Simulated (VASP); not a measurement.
# MgO in VASP: a series of runs, part 2 of 2

VASP 6.6.1.

### 4 Single point, PBEsol (mode 4 frozen in at -0.081 Å and mode 5 at +0.000 Å (largest displacements))

The input, INCAR:

```
PREC = Accurate ; ENCUT = 520
EDIFF = 1E-7 ; ISMEAR = 0
SIGMA = 0.05 ; LREAL = F
LASPH = T ; NELM = 80
ALGO = Normal ; ISIF = 2
LWAVE = F ; LCHARG = F
GGA = PS ; NBANDS = 11
```

The input, KPOINTS:

```
Automatic mesh
0
Gamma
  10 10 10
```

The input, POSCAR:

```
MgO
1.0
    0.0000000000      2.1075959641      2.1075959641
    2.1075959641      0.0000000000      2.1075959641
    2.1075959641      2.1075959641      0.0000000000
Mg O
1 1
Direct
   -0.0126180202      0.0126180202      0.0126180202
    0.5191687594      0.4808312406      0.4808312406
```

Potentials or basis: VASP PAW PBE potentials, release 64 (Mg, O).

The run is started by

```bash
cat potpaw_PBE.64/Mg/POTCAR potpaw_PBE.64/O/POTCAR > POTCAR
mpirun -np 1 vasp_std > vasp.out
```

OUTCAR:

```text
PREC = Accurate
   ENCUT = 520
   EDIFF = 1E-7
   ISMEAR = 0
   LREAL = F
   LASPH = T
   NELM = 80
   ISIF = 2
   GGA = PS

 ion  position               nearest neighbor table
   1  0.987  0.013  0.013-   2 1.97   2 2.11   2 2.11   2 2.11   2 2.11   2 2.24
   2  0.519  0.481  0.481-   1 1.97   1 2.11   1 2.11   1 2.11   1 2.11   1 2.24

  LATTYP: Found a face centered cubic cell.
 ALAT       =     4.2151919282

  Lattice vectors:

 A1 = (   0.0000000000,   2.1075959641,   2.1075959641)
 A2 = (   2.1075959641,   0.0000000000,   2.1075959641)
 A3 = (   2.1075959641,   2.1075959641,   0.0000000000)

Analysis of symmetry for initial positions (statically):
=====================================================================
 Subroutine PRICEL returns:
 Original cell was already a primitive cell.

 Routine SETGRP: Setting up the symmetry group for a
 face centered cubic supercell.

 Subroutine GETGRP returns: Found  8 space group operations
 (whereof  8 operations were pure point group operations)
 out of a pool of 48 trial point group operations.

The static configuration has the point symmetry C_4v.

Analysis of symmetry for dynamics (positions and initial velocities):
=====================================================================
 Subroutine PRICEL returns:
 Original cell was already a primitive cell.

 Routine SETGRP: Setting up the symmetry group for a
 face centered cubic supercell.

 Subroutine GETGRP returns: Found  8 space group operations
 (whereof  8 operations were pure point group operations)
 out of a pool of 48 trial point group operations.

The dynamic configuration has the point symmetry C_4v.

 Subroutine INISYM returns: Found  8 space group operations
 (whereof  8 operations are pure point group operations),
 and found     1 'primitive' translations

----------------------------------------------------------------------------------------

                                     Primitive cell

[... 112 lines left out ...]
  Fermi-wavevector in a.u.,A,eV,Ry     =   1.233031  2.330091 20.685841  1.520366
  Thomas-Fermi vector in A             =   2.367778
   LORBIT       =      0    0 simple, 1 ext, 2 COOP (PROOUT), +10 PAW based schemes
   GGA     = PS    functional components
   LHFCALC =     F    Hartree Fock is set to
   AEXX    =    0.0000 exact exchange contribution
   IVDW    =     0    specifies the selected vdW correction
   LEPSILON=     F    determine dielectric tensor
   LRPA    =     F    only Hartree local field effects (RPA)
 non-spin polarized calculation
 Gauss-broadening in eV      SIGMA  =   0.05
  energy-cutoff  :      520.00
  volume of cell :       18.72
 maximum number of plane-waves:       531
 NGX is ok and might be reduce to    24
   NGX = 11   NGY = 11   NGZ = 11

 number of electron       8.0000004 magnetization

 Free energy of the ion-electron system (eV)
  ---------------------------------------------------
  ext. energy  EPLUGINS =         0.00000000
  ---------------------------------------------------
  free energy    TOTEN  =       -12.46107930 eV

  energy without entropy =      -12.46107930  energy(sigma->0) =      -12.46107930

 E-fermi :   3.3151     XC(G=0): -11.2927

 val. band max:        3.0335797422   @ k =   0.0000   0.0000   0.0000
 cond. band min:       7.6415712469   @ k =   0.0000   0.0000   0.0000
 fundamental gap:      4.6079915047
 Fermi energy:         3.3151226829

 k-point     1 :       0.0000    0.0000    0.0000
  band No.  band energies     occupation
      1     -14.1520      2.00000
      2       3.0096      2.00000
      3       3.0336      2.00000
      4       3.0336      2.00000
      5       7.6416      0.00000
      6      18.7008      0.00000
      7      18.7407      0.00000
      8      18.7407      0.00000
      9      22.4665      0.00000
     10      24.4001      0.00000
     11      24.4483      0.00000
[... 309 lines left out ...]
 k-point    24 :       0.0000   -0.1000    0.1000
  band No.  band energies     occupation
      1     -13.8764      2.00000
      2       1.6325      2.00000
      3       2.6957      2.00000
      4       2.9191      2.00000
      5       9.0841      0.00000
      6      16.3271      0.00000
      7      19.1063      0.00000
      8      19.3805      0.00000
      9      22.3310      0.00000
     10      23.7998      0.00000
     11      25.8055      0.00000

 [... further k-points ...]
[... 5 lines left out ...]
  --------------------------------------------------------------------------------------
  -------------------------------------------------------------------------------------
  Total        0.6446553     -0.1200007     -0.1200007      0.0000000      0.0000000      0.0000000
  in kB       55.1627694    -10.2683847    -10.2683847      0.0000000      0.0000000      0.0000000
  external PRESSURE =      11.5420000 kB  Pullay stress =       0.0000000 kB

 VOLUME and BASIS-vectors are now :
 -----------------------------------------------------------------------------
  energy-cutoff  :      520.00
  volume of cell :       18.72
      direct lattice vectors                 reciprocal lattice vectors
     0.000000000  2.107595964  2.107595964    -0.237237122  0.237237122  0.237237122
     2.107595964  0.000000000  2.107595964     0.237237122 -0.237237122  0.237237122
     2.107595964  2.107595964  0.000000000     0.237237122  0.237237122 -0.237237122

 POSITION                                       TOTAL-FORCE (eV/Angst)
 -----------------------------------------------------------------------------------
      0.05319      2.10760      2.10760        -0.814182      0.000000      0.000000
      2.02680      2.10760      2.10760         0.814182      0.000000      0.000000
 -----------------------------------------------------------------------------------
    total drift:                               -0.000331      0.000000      0.000000

  FREE ENERGIE OF THE ION-ELECTRON SYSTEM (eV)
  ---------------------------------------------------
  free  energy   TOTEN  =       -12.4610792986 eV

  energy  without entropy=      -12.4610792986  energy(sigma->0) =      -12.46107930
```

Wall time 7.2 s (1 thread of Intel Xeon 6975P-C (Granite Rapids), shared host); peak memory 0.15 GiB.

What came out:

```
Free energy            : -12.4611 eV
Pressure               : 1.2 GPa
Largest force          : 0.814 eV/Å
Band gap on the k mesh : 4.61 eV, direct
```

Forces on the atoms (eV/Å):
```
Mg  -0.814  0.000  0.000
O    0.814  0.000  0.000
```

Caveat: the cell differs from its parent crystal (mode 4 frozen in at -0.081 Å and mode 5 at +0.000 Å (largest displacements)); the PAW data sets were made with another functional, which shifts forces and pressure a little.

### 5 Single point, PBEsol (mode 4 frozen in at -0.162 Å and mode 5 at +0.000 Å (largest displacements))

The input, INCAR:

```
SYSTEM = MgO
PREC = Accurate ; ENCUT = 520
EDIFF = 1E-6 ; ISMEAR = 0
SIGMA = 0.05 ; LREAL = .False.
LASPH = .True. ; NELM = 60
ALGO = Normal ; ISIF = 2
LWAVE = .False. ; LCHARG = .False.
GGA = PS ; NBANDS = 11
```

The input, KPOINTS:

```
regular mesh
0
Gamma
  10 10 10
  0 0 0
```

The input, POSCAR:

```
MgO
1.0
    0.0000000000      2.1075959641      2.1075959641
    2.1075959641      0.0000000000      2.1075959641
    2.1075959641      2.1075959641      0.0000000000
Mg O
1 1
Direct
   -0.0252360405      0.0252360405      0.0252360405
    0.5383375188      0.4616624812      0.4616624812
```

Potentials or basis: VASP PAW PBE potentials, release 64 (Mg, O).

The run is started by

```bash
cat potpaw_PBE.64/Mg/POTCAR potpaw_PBE.64/O/POTCAR > POTCAR
mpirun -np 1 vasp_std > vasp.out
```

OUTCAR:

```text
SYSTEM = MgO
   PREC = Accurate
   ENCUT = 520
   EDIFF = 1E-6
   ISMEAR = 0
   LREAL = .False.
   LASPH = .True.
   NELM = 60
   ISIF = 2
   GGA = PS

 ion  position               nearest neighbor table
   1  0.975  0.025  0.025-   2 1.84   2 2.12   2 2.12   2 2.12   2 2.12   2 2.38
   2  0.538  0.462  0.462-   1 1.84   1 2.12   1 2.12   1 2.12   1 2.12   1 2.38

  LATTYP: Found a face centered cubic cell.
 ALAT       =     4.2151919282

  Lattice vectors:

 A1 = (   0.0000000000,   2.1075959641,   2.1075959641)
 A2 = (   2.1075959641,   0.0000000000,   2.1075959641)
 A3 = (   2.1075959641,   2.1075959641,   0.0000000000)

Analysis of symmetry for initial positions (statically):
=====================================================================
 Subroutine PRICEL returns:
 Original cell was already a primitive cell.

 Routine SETGRP: Setting up the symmetry group for a
 face centered cubic supercell.

 Subroutine GETGRP returns: Found  8 space group operations
 (whereof  8 operations were pure point group operations)
 out of a pool of 48 trial point group operations.

The static configuration has the point symmetry C_4v.

Analysis of symmetry for dynamics (positions and initial velocities):
=====================================================================
 Subroutine PRICEL returns:
 Original cell was already a primitive cell.

 Routine SETGRP: Setting up the symmetry group for a
 face centered cubic supercell.

 Subroutine GETGRP returns: Found  8 space group operations
 (whereof  8 operations were pure point group operations)
 out of a pool of 48 trial point group operations.

The dynamic configuration has the point symmetry C_4v.

 Subroutine INISYM returns: Found  8 space group operations
 (whereof  8 operations are pure point group operations),
 and found     1 'primitive' translations

----------------------------------------------------------------------------------------

                                     Primitive cell

  volume of cell :      18.7237

  direct lattice vectors                    reciprocal lattice vectors
     0.000000000  2.107595964  2.107595964    -0.237237122  0.237237122  0.237237122
     2.107595964  0.000000000  2.107595964     0.237237122 -0.237237122  0.237237122
     2.107595964  2.107595964  0.000000000     0.237237122  0.237237122 -0.237237122

  length of vectors
     2.980590796  2.980590796  2.980590796     0.410906748  0.410906748  0.410906748

  position of ions in fractional coordinates (direct lattice)
     0.974763960  0.025236040  0.025236040
     0.538337519  0.461662481  0.461662481

  ion indices of the primitive-cell ions
   primitive index   ion index
                 1           1
                 2           2

----------------------------------------------------------------------------------------

 KPOINTS: regular mesh

Automatic generation of k-mesh.
 Grid dimensions read from file:
 generate k-points for:   10   10   10

 Generating k-lattice:

  Cartesian coordinates                     Fractional coordinates (reciprocal lattice)
    -0.023723712  0.023723712  0.023723712     0.100000000  0.000000000  0.000000000
     0.023723712 -0.023723712  0.023723712     0.000000000  0.100000000  0.000000000
     0.023723712  0.023723712 -0.023723712     0.000000000  0.000000000  0.100000000

  Length of vectors
     0.041090675  0.041090675  0.041090675

  Shift w.r.t. Gamma in fractional coordinates (k-lattice)
     0.000000000  0.000000000  0.000000000

 Subroutine IBZKPT returns following result:
 ===========================================

 Found    102 irreducible k-points:

 Following reciprocal coordinates:
            Coordinates               Weight
  0.000000  0.000000  0.000000      1.000000
  0.100000  0.000000  0.000000      8.000000
  0.200000  0.000000  0.000000      8.000000
  0.300000  0.000000  0.000000      8.000000
  0.400000  0.000000  0.000000      8.000000
  0.500000  0.000000  0.000000      4.000000
[... 16 lines left out ...]
 -0.100000  0.100000  0.000000      8.000000
  0.000000 -0.100000  0.100000      4.000000
 [... further k-points ...]
   k-points           NKPTS =    102   k-points in BZ     NKDIM =    102   number of bands    NBANDS=     11
   number of dos      NEDOS =    301   number of ions     NIONS =      2
   total plane-waves  NPLWV =  13824
   dimension x,y,z NGX =    24 NGY =   24 NGZ =   24
   dimension x,y,z NGXF=    48 NGYF=   48 NGZF=   48
   ions per type =               1   1
   NGX,Y,Z   is equivalent  to a cutoff of  13.39, 13.39, 13.39 a.u.
   NGXF,Y,Z  is equivalent  to a cutoff of  26.77, 26.77, 26.77 a.u.
 SYSTEM =  MgO
   PREC   = accura    normal or accurate (medium, high low for compatibility)
   ISTART =      0    job   : 0-new  1-cont  2-samecut
   ICHARG =      2    charge: 1-file 2-atom 10-const
   ISPIN  =      1    spin polarized calculation?
   LNONCOLLINEAR =      F non collinear calculations
   LSORBIT =      F    spin-orbit coupling
   LASPH  =      T    aspherical Exc in radial PAW
   ENCUT  =  520.0 eV  38.22 Ry    6.18 a.u.   5.54  5.54  5.54*2*pi/ulx,y,z
   NELM   =     60;   NELMIN=  2; NELMDL= -5     # of ELM steps
   EDIFF  = 0.1E-05   stopping-criterion for ELM
   LREAL  =      F    real-space projection
   EDIFFG = 0.1E-04   stopping-criterion for IOM
   NSW    =      0    number of steps for IOM
   IBRION =     -1    ionic relax: 0-MD 1-quasi-New 2-CG
   NFREE  =      0    steps in history (QN), initial steepest desc. (CG)
   ISIF   =      2    stress and relaxation
   ISYM   =      2    0-nonsym 1-usesym 2-fastsym
   POTIM  = 0.5000    time-step for ionic-motion
   TEBEG  =    0.0;   TEEND  =   0.0 temperature during run
   PSTRESS=    0.0 pullay stress
   NELECT =       8.0000    total number of electrons
   NUPDOWN=      -1.0000    fix difference up-down
   EMIN   =  10.00;   EMAX   =-10.00  energy-range for DOS
   EFERMI =   0.00;   METHOD = LEGACY
   ISMEAR =     0;   SIGMA  =   0.05  broadening in eV -4-tet -1-fermi 0-gaus
   EFERMI_NEDOS =   21; number of points for ismear=-14 and -15
   IALGO  =     38    algorithm
   IMIX   =      4    mixing-type and parameters
     AMIX     =   0.40;   BMIX     =  1.00
     AMIX_MAG =   1.60;   BMIX_MAG =  1.00
  volume/ion in A,a.u.               =       9.36        63.18
  Fermi-wavevector in a.u.,A,eV,Ry     =   1.233031  2.330091 20.685841  1.520366
  Thomas-Fermi vector in A             =   2.367778
   LORBIT       =      0    0 simple, 1 ext, 2 COOP (PROOUT), +10 PAW based schemes
   GGA     = PS    functional components
   LHFCALC =     F    Hartree Fock is set to
   AEXX    =    0.0000 exact exchange contribution
   IVDW    =     0    specifies the selected vdW correction
   LEPSILON=     F    determine dielectric tensor
   LRPA    =     F    only Hartree local field effects (RPA)
 non-spin polarized calculation
 Gauss-broadening in eV      SIGMA  =   0.05
  energy-cutoff  :      520.00
  volume of cell :       18.72
 maximum number of plane-waves:       531
 NGX is ok and might be reduce to    24
   NGX = 11   NGY = 11   NGZ = 11

 number of electron       8.0000002 magnetization

 Free energy of the ion-electron system (eV)
  ---------------------------------------------------
  ext. energy  EPLUGINS =         0.00000000
  ---------------------------------------------------
  free energy    TOTEN  =       -12.26714546 eV

  energy without entropy =      -12.26714546  energy(sigma->0) =      -12.26714546

 E-fermi :   3.2210     XC(G=0): -11.2722

 val. band max:        2.9800840180   @ k =   0.0000   0.0000   0.0000
 cond. band min:       7.5758219678   @ k =   0.0000   0.0000   0.0000
 fundamental gap:      4.5957379498
 Fermi energy:         3.2209826473

 k-point     1 :       0.0000    0.0000    0.0000
  band No.  band energies     occupation
      1     -14.1757      2.00000
      2       2.8987      2.00000
      3       2.9801      2.00000
      4       2.9801      2.00000
      5       7.5758      0.00000
      6      18.7918      0.00000
      7      18.9503      0.00000
      8      18.9503      0.00000
      9      22.3468      0.00000
     10      24.4347      0.00000
     11      24.6160      0.00000
[... 309 lines left out ...]
 k-point    24 :       0.0000   -0.1000    0.1000
  band No.  band energies     occupation
      1     -13.9034      2.00000
      2       1.5498      2.00000
      3       2.6542      2.00000
      4       2.8801      2.00000
      5       9.0330      0.00000
      6      16.3304      0.00000
      7      19.1551      0.00000
      8      19.5011      0.00000
      9      22.3728      0.00000
     10      23.8855      0.00000
     11      25.9487      0.00000

 [... further k-points ...]
[... 5 lines left out ...]
  --------------------------------------------------------------------------------------
  -------------------------------------------------------------------------------------
  Total        3.0082912     -0.2493087     -0.2493087      0.0000000      0.0000000      0.0000000
  in kB      257.4176907    -21.3331959    -21.3331959      0.0000000      0.0000000      0.0000000
  external PRESSURE =      71.5837663 kB  Pullay stress =       0.0000000 kB

 VOLUME and BASIS-vectors are now :
 -----------------------------------------------------------------------------
  energy-cutoff  :      520.00
  volume of cell :       18.72
      direct lattice vectors                 reciprocal lattice vectors
     0.000000000  2.107595964  2.107595964    -0.237237122  0.237237122  0.237237122
     2.107595964  0.000000000  2.107595964     0.237237122 -0.237237122  0.237237122
     2.107595964  2.107595964  0.000000000     0.237237122  0.237237122 -0.237237122

 POSITION                                       TOTAL-FORCE (eV/Angst)
 -----------------------------------------------------------------------------------
      0.10637      2.10760      2.10760        -2.242928      0.000000      0.000000
      1.94600      2.10760      2.10760         2.242928      0.000000      0.000000
 -----------------------------------------------------------------------------------
    total drift:                               -0.000334      0.000001      0.000001

  FREE ENERGIE OF THE ION-ELECTRON SYSTEM (eV)
  ---------------------------------------------------
  free  energy   TOTEN  =       -12.2671454611 eV

  energy  without entropy=      -12.2671454611  energy(sigma->0) =      -12.26714546
```

Wall time 6.6 s (1 thread of Intel Xeon 6975P-C (Granite Rapids), shared host); peak memory 0.15 GiB.

What came out:

```
Free energy            : -12.2671 eV
Pressure               : 7.2 GPa
Largest force          : 2.243 eV/Å
Band gap on the k mesh : 4.60 eV, direct
```

Forces in eV/Å, atoms in the order of the input:
```
Mg  -2.243  0.000  0.000
O    2.243  0.000  0.000
```

Stress tensor (GPa, compression positive):
```
25.74  0.00  0.00
 0.00 -2.13  0.00
 0.00  0.00 -2.13
```

Caveat: the cell differs from its parent crystal (mode 4 frozen in at -0.162 Å and mode 5 at +0.000 Å (largest displacements)); the PAW data sets were made with another functional, which shifts forces and pressure a little.

### 6 Single point, PBEsol (mode 4 frozen in at -0.121 Å and mode 5 at -0.040 Å (largest displacements))

The input, INCAR:

```
PREC = Accurate
ENCUT = 520
EDIFF = 1E-6
ISMEAR = 0
SIGMA = 0.05
LREAL = False
LASPH = True
NELM = 100
ALGO = Normal
ISIF = 2
LWAVE = False
LCHARG = False
GGA = PS
NBANDS = 11
```

The input, KPOINTS:

```
regular mesh
0
Gamma
  10 10 10
```

The input, POSCAR:

```
MgO
1.0
    0.0000000000      2.1075959641      2.1075959641
    2.1075959641      0.0000000000      2.1075959641
    2.1075959641      2.1075959641      0.0000000000
Mg O
1 1
Direct
   -0.0126180202      0.0126180202      0.0252360405
    0.5191687594      0.4808312406      0.4616624812
```

Potentials or basis: VASP PAW PBE potentials, release 64 (Mg, O).

The run is started by

```bash
cat potpaw_PBE.64/Mg/POTCAR potpaw_PBE.64/O/POTCAR > POTCAR
mpirun -np 1 vasp_std > vasp.out
```

Wall time 23 s (1 thread of Intel Xeon Platinum 8559C (Emerald Rapids), shared host); peak memory 0.18 GiB.

Results (log left out):

```
Free energy            : -12.3776 eV
Pressure               : 4.1 GPa
Largest force          : 1.419 eV/Å
Band gap on the k mesh : 4.60 eV, direct
```

Forces on the atoms (eV/Å):
```
Mg  -1.385 -0.308  0.000
O    1.385  0.308  0.000
```

Stress tensor (GPa, compression positive):
```
13.57 -0.93  0.00
-0.93  0.09  0.00
 0.00  0.00 -1.44
```

Levels at points of the mesh, in eV from the valence-band top:
```
           k point  band 2  band 3  band 4  band 5  band 6  band 7
(0.00, 0.00, 0.00)   -0.06    0.00    0.00    4.60   15.69   15.84
(0.50, 0.00, 0.00)   -4.63   -0.64   -0.60    7.73   12.27   16.11
(0.00, 0.00, 0.50)   -4.63   -0.68   -0.62    7.80   12.35   16.15
(0.50, 0.50, 0.00)   -4.10   -1.39   -1.34    9.09    9.65   13.00
(0.00, 0.50, 0.50)   -4.05   -1.34   -1.33    8.98    9.58   13.02
(0.50, 0.00, 0.50)   -4.09   -1.38   -1.34    9.08    9.64   13.00
```

Caveat: the cell differs from its parent crystal (mode 4 frozen in at -0.121 Å and mode 5 at -0.040 Å (largest displacements)); the PAW data sets were made with another functional, which shifts forces and pressure a little.
